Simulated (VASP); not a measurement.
# Al12H in VASP: a series of runs

Runs on Al12H. Level: PBE. Tasks: single point.

Program: VASP 6.6.1. These are calculated values, not measurements. Logs are shortened: lines on timing, memory, paths and dates and some standing lists are left out, and cuts for length are marked.

## (1) The cell of the first run

The cell holds a slab with vacuum, 13 atoms: a = 5.714 Å, b = 5.714 Å, c = 21.602 Å, α = 90.00°, β = 90.00°, γ = 120.00°.

## (2) Single point, PBE, collinear spin, ferromagnetic start

Contents of INCAR:

```
ALGO = Normal
DIPOL = 0.5 0.5 0.312
EDIFF = 1E-6
ENCUT = 520
GGA = PE
IDIPOL = 3
ISIF = 2
ISMEAR = 0
ISPIN = 2
LASPH = True
LCHARG = False
LDIPOL = True
LORBIT = 11
LREAL = False
LWAVE = False
MAGMOM = 0 0 0 0 0 0 0 0 0 0 0 0 1
NBANDS = 34
NELM = 150
PREC = Accurate
SIGMA = 0.1
```

Contents of KPOINTS:

```
k-points
0
Gamma
  6 6 1
```

Contents of POSCAR:

```
Al12H
1.0
    5.7143028096      0.0000000000      0.0000000000
   -2.8571514048      4.9487313980      0.0000000000
    0.0000000000      0.0000000000     21.6016424764
Al H
12 1
Direct
    0.3333333333      0.1666666667      0.1851711047
    0.3333333333      0.6666666667      0.1851711047
    0.8333333333      0.1666666667      0.1851711047
    0.8333333333      0.6666666667      0.1851711047
    0.1666666667      0.3333333333      0.2916873740
    0.1666666667      0.8333333333      0.2916873740
    0.6666666667      0.3333333333      0.2916873740
    0.6666666667      0.8333333333      0.2916873740
    0.0000000000      0.0000000000      0.3981939098
    0.0000000000      0.5000000000      0.3981939098
    0.5000000000      0.0000000000      0.3981939098
    0.5000000000      0.5000000000      0.3981939098
    0.3333333333     -0.3333333333      0.5495712879
```

Potentials or basis: VASP PAW PBE potentials, release 64 (Al, H).

Started as:

```bash
cat potpaw_PBE.64/Al/POTCAR potpaw_PBE.64/H/POTCAR > POTCAR
mpirun -np 1 vasp_std > vasp.out
```

OUTCAR:

```text
EDIFF = 1E-6
   ENCUT = 520
   GGA = PE
   ISIF = 2
   ISMEAR = 0
   ISPIN = 2
   LASPH = True
   LORBIT = 11
   LREAL = False
   NELM = 150
   PREC = Accurate

 ion  position               nearest neighbor table
   1  0.333  0.167  0.185-   5 2.83   6 2.83   7 2.83   4 2.86   2 2.86   2 2.86   4 2.86   3 2.86
                             3 2.86
   2  0.333  0.667  0.185-   6 2.83   5 2.83   8 2.83   3 2.86   1 2.86   1 2.86   3 2.86   4 2.86
                             4 2.86
   3  0.833  0.167  0.185-   7 2.83   8 2.83   5 2.83   4 2.86   2 2.86   4 2.86   2 2.86   1 2.86
                             1 2.86
   4  0.833  0.667  0.185-   8 2.83   7 2.83   6 2.83   3 2.86   1 2.86   3 2.86   1 2.86   2 2.86
                             2 2.86
   5  0.167  0.333  0.292-   9 2.83  12 2.83  10 2.83   1 2.83   2 2.83   3 2.83   8 2.86   6 2.86
                             6 2.86   8 2.86   7 2.86   7 2.86
   6  0.167  0.833  0.292-  10 2.83  11 2.83   9 2.83   2 2.83   1 2.83   4 2.83   7 2.86   5 2.86
                             5 2.86   7 2.86   8 2.86   8 2.86
   7  0.667  0.333  0.292-  11 2.83  10 2.83  12 2.83   3 2.83   4 2.83   1 2.83   8 2.86   6 2.86
                             8 2.86   6 2.86   5 2.86   5 2.86
   8  0.667  0.833  0.292-  12 2.83   9 2.83  11 2.83   4 2.83   3 2.83   2 2.83   7 2.86   5 2.86
                             7 2.86   5 2.86   6 2.86   6 2.86
   9  0.000  0.000  0.398-   5 2.83   8 2.83   6 2.83  10 2.86  12 2.86  10 2.86  12 2.86  11 2.86
                            11 2.86
  10  0.000  0.500  0.398-   6 2.83   7 2.83   5 2.83   9 2.86  11 2.86   9 2.86  11 2.86  12 2.86
                            12 2.86
  11  0.500  0.000  0.398-   7 2.83   6 2.83   8 2.83  10 2.86  12 2.86  12 2.86  10 2.86   9 2.86
                             9 2.86
  12  0.500  0.500  0.398-   8 2.83   5 2.83   7 2.83   9 2.86  11 2.86  11 2.86   9 2.86  10 2.86
                            10 2.86
  13  0.333  0.667  0.550-

  LATTYP: Found a hexagonal cell.
 ALAT       =     5.7143028096
 C/A-ratio  =     3.7802761240

  Lattice vectors:

 A1 = (   5.7143028096,   0.0000000000,   0.0000000000)
 A2 = (  -2.8571514048,   4.9487313980,   0.0000000000)
 A3 = (   0.0000000000,   0.0000000000,  21.6016424764)

Analysis of symmetry for initial positions (statically):
=====================================================================
 Subroutine PRICEL returns:
 Original cell was already a primitive cell.

 Routine SETGRP: Setting up the symmetry group for a
 hexagonal supercell.

 Subroutine GETGRP returns: Found  6 space group operations
 (whereof  6 operations were pure point group operations)
 out of a pool of 24 trial point group operations.

The static configuration has the point symmetry C_3v.

Analysis of symmetry for dynamics (positions and initial velocities):
=====================================================================
 Subroutine PRICEL returns:
 Original cell was already a primitive cell.

 Routine SETGRP: Setting up the symmetry group for a
 hexagonal supercell.

 Subroutine GETGRP returns: Found  6 space group operations
 (whereof  6 operations were pure point group operations)
 out of a pool of 24 trial point group operations.

The dynamic configuration has the point symmetry C_3v.

Analysis of structural, dynamic, and magnetic symmetry:
=====================================================================
 Subroutine PRICEL returns:
 Original cell was already a primitive cell.

 Routine SETGRP: Setting up the symmetry group for a
 hexagonal supercell.

 Subroutine GETGRP returns: Found  6 space group operations
 (whereof  6 operations were pure point group operations)
 out of a pool of 24 trial point group operations.

The overall configuration has the point symmetry C_3v.

 Subroutine INISYM returns: Found  6 space group operations
 (whereof  6 operations are pure point group operations),
 and found     1 'primitive' translations

----------------------------------------------------------------------------------------

                                     Primitive cell

  volume of cell :     610.8631

  direct lattice vectors                    reciprocal lattice vectors
     5.714302810  0.000000000  0.000000000     0.174999476  0.101035995  0.000000000
    -2.857151405  4.948731398  0.000000000     0.000000000  0.202071990  0.000000000
     0.000000000  0.000000000 21.601642476     0.000000000  0.000000000  0.046292776
[... 101 lines left out ...]
   EMIN   =  10.00;   EMAX   =-10.00  energy-range for DOS
   EFERMI =   0.00;   METHOD = LEGACY
   ISMEAR =     0;   SIGMA  =   0.10  broadening in eV -4-tet -1-fermi 0-gaus
   EFERMI_NEDOS =   21; number of points for ismear=-14 and -15
   IALGO  =     38    algorithm
   IMIX   =      4    mixing-type and parameters
     AMIX     =   0.40;   BMIX     =  1.00
     AMIX_MAG =   1.60;   BMIX_MAG =  1.00
  volume/ion in A,a.u.               =      46.99       317.10
  Fermi-wavevector in a.u.,A,eV,Ry     =   0.642926  1.214953  5.624015  0.413353
  Thomas-Fermi vector in A             =   1.709757
   LORBIT       =     11    0 simple, 1 ext, 2 COOP (PROOUT), +10 PAW based schemes
   GGA     = PE    functional components
   LHFCALC =     F    Hartree Fock is set to
   AEXX    =    0.0000 exact exchange contribution
   IVDW    =     0    specifies the selected vdW correction
   LEPSILON=     F    determine dielectric tensor
   LRPA    =     F    only Hartree local field effects (RPA)
 spin polarized calculation
 Gauss-broadening in eV      SIGMA  =   0.10
  energy-cutoff  :      520.00
  volume of cell :      610.86
 maximum number of plane-waves:     16489
   NGX = 21   NGY = 21   NGZ = 81

 dipolmoment           0.000000      0.000000     -0.003373 electrons x Angstroem

 number of electron      37.0000000 magnetization       0.9761646

 dipolmoment           0.000000      0.000000      0.019622 electrons x Angstroem

 Free energy of the ion-electron system (eV)
  ---------------------------------------------------
  ext. energy  EPLUGINS =         0.00000000
  ---------------------------------------------------
  free energy    TOTEN  =       -43.27952366 eV

  energy without entropy =      -43.24791306  energy(sigma->0) =      -43.26371836

 E-fermi :  -0.0208     XC(G=0):  -4.2742

 val. band max:       -0.0357485003   @ k =   0.3333   0.1667   0.0000
 cond. band min:       0.0221290804   @ k =   0.1667   0.1667   0.0000
 fundamental gap:      0.0578775806
 Fermi energy:        -0.0208156488

 spin component 1

 k-point     1 :       0.0000    0.0000    0.0000
  band No.  band energies     occupation
      1     -10.5935      1.00000
      2      -8.8845      1.00000
      3      -6.1909      1.00000
      4      -4.7208      1.00000
      5      -4.7178      1.00000
      6      -4.7178      1.00000
[... 220 lines left out ...]
     29       3.2992      0.00000
     30       3.3021      0.00000
 Fermi energy:        -0.0208156488

 spin component 2

 k-point     1 :       0.0000    0.0000    0.0000
  band No.  band energies     occupation
      1     -10.5902      1.00000
      2      -8.8817      1.00000
      3      -6.1830      1.00000
      4      -4.7148      1.00000
      5      -4.7148      1.00000
      6      -4.7148      1.00000
[... 220 lines left out ...]
     29       3.3154      0.00000
     30       3.3164      0.00000
 [bands above 30 left out]

------------------------ aborting loop because EDIFF is reached ----------------------------------------

 vacuum level on the upper side and lower side of the slab       (xc-potential included)         0.052        -0.066

  FORCE on cell =-STRESS in cart. coord.  units (eV):
  Direction    XX          YY          ZZ          XY          YZ          ZX
  --------------------------------------------------------------------------------------
  -------------------------------------------------------------------------------------
  Total       -2.8368621     -2.8368621     -0.3148695      0.0000000     -0.0000000      0.0000000
  in kB       -7.4405477     -7.4405477     -0.8258425      0.0000000     -0.0000000      0.0000000
  external PRESSURE =      -5.2356460 kB  Pullay stress =       0.0000000 kB

 VOLUME and BASIS-vectors are now :
 -----------------------------------------------------------------------------
  energy-cutoff  :      520.00
  volume of cell :      610.86
      direct lattice vectors                 reciprocal lattice vectors
     5.714302810  0.000000000  0.000000000     0.174999476  0.101035995  0.000000000
    -2.857151405  4.948731398  0.000000000     0.000000000  0.202071990  0.000000000
     0.000000000  0.000000000 21.601642476     0.000000000  0.000000000  0.046292776

 POSITION                                       TOTAL-FORCE (eV/Angst)
 -----------------------------------------------------------------------------------
      1.42858      0.82479      4.00000         0.000191      0.000110      0.003021
     -0.00000      3.29915      4.00000        -0.000000      0.000000      0.002595
      4.28573      0.82479      4.00000        -0.000191      0.000110      0.003021
      2.85715      3.29915      4.00000         0.000000     -0.000220      0.003021
      0.00000      1.64958      6.30093        -0.000000     -0.003308     -0.000717
     -1.42858      4.12394      6.30093        -0.002864      0.001654     -0.000717
      2.85715      1.64958      6.30093        -0.000000      0.000000     -0.004264
      1.42858      4.12394      6.30093         0.002864      0.001654     -0.000717
      0.00000      0.00000      8.60164        -0.000000     -0.000000      0.000988
     -1.42858      2.47437      8.60164         0.000458      0.000265      0.024153
      2.85715      0.00000      8.60164        -0.000000     -0.000529      0.024153
      1.42858      2.47437      8.60164        -0.000458      0.000265      0.024153
     -0.00000      3.29915     11.87164        -0.000000     -0.000000     -0.078690
 -----------------------------------------------------------------------------------
    total drift:                                0.000000     -0.000000      0.000060

  FREE ENERGIE OF THE ION-ELECTRON SYSTEM (eV)
  ---------------------------------------------------
  free  energy   TOTEN  =       -43.2795236609 eV

  energy  without entropy=      -43.2479130613  energy(sigma->0) =      -43.26371836

 vacuum level on the upper side and lower side of the slab         4.012         3.894

 total charge

# of ion       s       p       d       tot
------------------------------------------
    1        0.451   0.312   0.000   0.763
    2        0.451   0.312   0.000   0.763
    3        0.451   0.312   0.000   0.763
    4        0.451   0.312   0.000   0.763
    5        0.433   0.345   0.000   0.778
    6        0.433   0.345   0.000   0.778
    7        0.433   0.345   0.000   0.778
    8        0.433   0.345   0.000   0.778
    9        0.451   0.312   0.000   0.763
   10        0.451   0.311   0.000   0.762
   11        0.451   0.311   0.000   0.762
   12        0.451   0.311   0.000   0.762
   13        0.378   0.000   0.000   0.378
--------------------------------------------------
tot          5.720   3.873   0.000   9.593

 magnetization (x)

# of ion       s       p       d       tot
------------------------------------------
    1       -0.000   0.000   0.000   0.000
    2        0.000   0.002   0.000   0.002
    3       -0.000   0.000   0.000   0.000
    4       -0.000   0.000   0.000   0.000
    5        0.000   0.000   0.000   0.001
    6        0.000   0.000   0.000   0.001
    7       -0.000   0.000   0.000   0.000
    8        0.000   0.000   0.000   0.001
    9       -0.001  -0.000   0.000  -0.001
   10        0.001  -0.000   0.000   0.001
   11        0.001  -0.000   0.000   0.001
   12        0.001  -0.000   0.000   0.001
   13        0.370   0.000   0.000   0.370
--------------------------------------------------
tot          0.372   0.004   0.000   0.376
```

Run time: 11 min. Hardware: 1 thread of Oxide Virtual Turin-like, shared host; peak memory 0.88 GiB.

Results:

| Property | Result |
| --- | --- |
| Free energy | -43.2795 eV |
| Largest force | 0.079 eV/Å |
| Band gap on the k mesh | zero (filled and empty bands overlap) |
| Net moment | 0.98 μB per cell |
| Site moments | Al +0.00, -0.00; H +0.37 μB |
| Valence electrons inside the program's atomic spheres | Al 0.76, 0.78; H 0.38 |

Forces on the atoms (eV/Å):
```
Al   0.000  0.000  0.003
Al   0.000  0.000  0.003
Al   0.000  0.000  0.003
Al   0.000  0.000  0.003
Al   0.000 -0.003 -0.001
Al  -0.003  0.002 -0.001
Al   0.000  0.000 -0.004
Al   0.003  0.002 -0.001
Al   0.000  0.000  0.001
Al   0.000  0.000  0.024
Al   0.000 -0.001  0.024
Al   0.000  0.000  0.024
H    0.000  0.000 -0.079
```

## (3) Single point, PBE, collinear spin, ferromagnetic start

Contents of INCAR:

```
  PREC = Accurate
  ENCUT = 520
  EDIFF = 1E-6
  ISMEAR = 0
  SIGMA = 0.1
  LREAL = F
  LASPH = T
  NELM = 150
  ALGO = Normal
  ISIF = 2
  LWAVE = F
  LCHARG = F
  ISPIN = 2
  MAGMOM = 0 0 0 0 0 0 0 0 0 0 0 0 1
  LORBIT = 11
  LDIPOL = T
  IDIPOL = 3
  DIPOL = 0.5 0.5 0.301
  GGA = PE
  NBANDS = 34
```

Contents of KPOINTS:

```
Automatic mesh
0
Gamma
  6 6 1
```

Changes to POSCAR since step 2:

```diff
@@ -20,2 +20,2 @@
     0.5000000000      0.5000000000      0.3981939098
-    0.3333333333     -0.3333333333      0.5495712879
+    0.1666666667     -0.1666666667      0.4069895373
```

Potentials or basis: VASP PAW PBE potentials, release 64 (Al, H).

Started as:

```bash
cat potpaw_PBE.64/Al/POTCAR potpaw_PBE.64/H/POTCAR > POTCAR
mpirun -np 1 vasp_std > vasp.out
```

It took 12 min on 1 thread of Oxide Virtual Turin-like, shared host; peak memory 0.88 GiB.

Results (log left out):

- Free energy: -44.4133 eV
- Largest force: 1.442 eV/Å
- Net moment: 0.00 μB per cell
- Valence electrons inside the program's atomic spheres: Al 0.76, 0.78, 0.79, 0.77; H 0.65

Forces in eV/Å, atoms in the order of the input:
```
Al   0.000  0.041 -0.056
Al   0.035 -0.020 -0.056
Al   0.000  0.000 -0.107
Al  -0.035 -0.020 -0.056
Al  -0.016 -0.009  0.033
Al   0.000  0.000 -0.461
Al   0.016 -0.009  0.033
Al   0.000  0.018  0.033
Al  -1.243  0.718 -0.145
Al   0.000 -1.435 -0.145
Al   1.243  0.718 -0.145
Al   0.000  0.000  0.142
H    0.000  0.000  0.928
```

Levels at points of the mesh, in eV from the Fermi level:
Spin up:
```tsv
k point	band 14	band 15	band 16	band 17	band 18	band 19	band 20	band 21	band 22	band 23
(0.00, 0.00, 0.00)	-2.93	-2.93	-2.78	-1.20	-0.57	-0.57	-0.42	-0.20	-0.20	0.38
(0.50, 0.00, 0.00)	-1.71	-0.61	-0.56	-0.56	-0.38	0.29	0.76	1.03	1.24	1.42
```
Spin down:
```
           k point  band 14  band 15  band 16  band 17  band 18  band 19  band 20  band 21  band 22  band 23
(0.00, 0.00, 0.00)    -2.93    -2.93    -2.78    -1.20    -0.57    -0.57    -0.42    -0.20    -0.20     0.38
(0.50, 0.00, 0.00)    -1.71    -0.61    -0.56    -0.56    -0.38     0.29     0.76     1.03     1.24     1.42
```

## (4) Single point, PBE, collinear spin, ferromagnetic start

Contents of INCAR:

```
PREC = Accurate ; ENCUT = 520
EDIFF = 1E-7 ; ISMEAR = 0
SIGMA = 0.1 ; LREAL = False
LASPH = True ; NELM = 150
ALGO = Normal ; ISIF = 2
LWAVE = False ; LCHARG = True
ISPIN = 2 ; MAGMOM = 0 0 0 0 0 0 0 0 0 0 0 0 1
LORBIT = 11 ; LDIPOL = True
IDIPOL = 3 ; DIPOL = 0.5 0.5 0.302
GGA = PE ; LELF = True
LVHAR = True ; LVACPOTAV = True
NBANDS = 34
```

Contents of KPOINTS:

```
regular mesh
0
Gamma
  6 6 1
```

Changes to POSCAR since step 3:

```diff
@@ -20,2 +20,2 @@
     0.5000000000      0.5000000000      0.3981939098
-    0.1666666667     -0.1666666667      0.4069895373
+    0.1666666667     -0.1666666667      0.4301359254
```

Started as:

```bash
cat potpaw_PBE.64/Al/POTCAR potpaw_PBE.64/H/POTCAR > POTCAR
mpirun -np 1 vasp_std > vasp.out
```

It took 16 min on 1 thread of Oxide Virtual Turin-like, shared host; peak memory 0.88 GiB.

The run converged. Its results:

| Item | Value |
| --- | --- |
| Free energy | -44.9337 eV |
| Largest force | 0.808 eV/Å |
| Net moment | 0.00 μB per cell |
| Valence electrons inside the program's atomic spheres | Al 0.76, 0.78, 0.77; H 0.58 |

Forces in eV/Å, atoms in the order of the input:
```
Al   0.000  0.077 -0.042
Al   0.067 -0.039 -0.042
Al   0.000  0.000 -0.106
Al  -0.067 -0.039 -0.042
Al  -0.023 -0.013 -0.001
Al   0.000  0.000 -0.082
Al   0.023 -0.013 -0.001
Al   0.000  0.026 -0.001
Al  -0.520  0.300 -0.170
Al   0.000 -0.600 -0.170
Al   0.520  0.300 -0.170
Al   0.000  0.000  0.019
H    0.000  0.000  0.808
```

Levels at points of the mesh, in eV from the Fermi level:
Spin up:
| k point | band 14 | band 15 | band 16 | band 17 | band 18 | band 19 | band 20 | band 21 | band 22 | band 23 |
| --- | --- | --- | --- | --- | --- | --- | --- | --- | --- | --- |
| (0.00, 0.00, 0.00) | -2.87 | -2.87 | -2.75 | -1.42 | -0.55 | -0.55 | -0.39 | -0.17 | -0.17 | 0.39 |
| (0.50, 0.00, 0.00) | -1.69 | -0.54 | -0.53 | -0.32 | -0.32 | 0.33 | 0.80 | 0.95 | 1.27 | 1.49 |
Spin down:
| k point | band 16 | band 17 | band 18 | band 19 | band 20 | band 21 |
| --- | --- | --- | --- | --- | --- | --- |
| (0.00, 0.00, 0.00) | -2.75 | -1.42 | -0.55 | -0.55 | -0.39 | -0.17 |
| (0.50, 0.00, 0.00) | -0.53 | -0.32 | -0.32 | 0.33 | 0.80 | 0.95 |

## (5) Single point, PBE, collinear spin, ferromagnetic start

Contents of INCAR:

```
SYSTEM = Al12H
PREC = Accurate
ENCUT = 520
EDIFF = 1E-7
ISMEAR = 0
SIGMA = 0.1
LREAL = .False.
LASPH = .True.
NELM = 150
ALGO = Normal
ISIF = 2
LWAVE = .False.
LCHARG = .False.
ISPIN = 2
MAGMOM = 0 0 0 0 0 0 0 0 0 0 0 0 1
LORBIT = 11
LDIPOL = .True.
IDIPOL = 3
DIPOL = 0.5 0.5 0.306
GGA = PE
NBANDS = 34
```

Contents of KPOINTS:

```
regular mesh
0
Gamma
  6 6 1
  0 0 0
```

Changes to POSCAR since step 4:

```diff
@@ -20,2 +20,2 @@
     0.5000000000      0.5000000000      0.3981939098
-    0.1666666667     -0.1666666667      0.4301359254
+    0.1666666667     -0.1666666667      0.4755028460
```

Started as:

```bash
cat potpaw_PBE.64/Al/POTCAR potpaw_PBE.64/H/POTCAR > POTCAR
mpirun -np 1 vasp_std > vasp.out
```

Run time: 16 min. Hardware: 1 thread of Oxide Virtual Turin-like, shared host; peak memory 0.89 GiB.

It converged, with:

```
Free energy                                           : -44.5904 eV
Largest force                                         : 1.211 eV/Å
Net moment                                            : 0.00 μB per cell
Valence electrons inside the program's atomic spheres : Al 0.76, 0.78, 0.77, 0.75; H 0.44
```

Forces in eV/Å, atoms in the order of the input:
```
Al   0.000  0.178 -0.047
Al   0.154 -0.089 -0.047
Al   0.000  0.000 -0.124
Al  -0.154 -0.089 -0.047
Al  -0.065 -0.037 -0.113
Al   0.000  0.000  0.342
Al   0.065 -0.037 -0.113
Al   0.000  0.075 -0.113
Al   0.194 -0.112  0.515
Al   0.000  0.224  0.515
Al  -0.194 -0.112  0.515
Al   0.000  0.000 -0.072
H    0.000  0.000 -1.211
```

Levels at points of the mesh, in eV from the Fermi level:
Spin up:
| k point | band 15 | band 16 | band 17 | band 18 | band 19 | band 20 | band 21 | band 22 | band 23 | band 24 |
| --- | --- | --- | --- | --- | --- | --- | --- | --- | --- | --- |
| (0.00, 0.00, 0.00) | -2.77 | -2.73 | -1.44 | -0.44 | -0.44 | -0.37 | -0.15 | -0.15 | 0.20 | 1.48 |
| (0.50, 0.00, 0.00) | -0.52 | -0.52 | -0.25 | -0.24 | 0.00 | 0.90 | 0.93 | 1.30 | 1.48 | 1.62 |
Spin down:
```
           k point  band 15  band 16  band 17  band 18  band 19  band 20  band 21  band 22  band 23  band 24
(0.00, 0.00, 0.00)    -2.77    -2.73    -1.44    -0.44    -0.44    -0.37    -0.15    -0.15     0.20     1.48
(0.50, 0.00, 0.00)    -0.52    -0.52    -0.25    -0.24     0.00     0.90     0.93     1.30     1.48     1.62
```
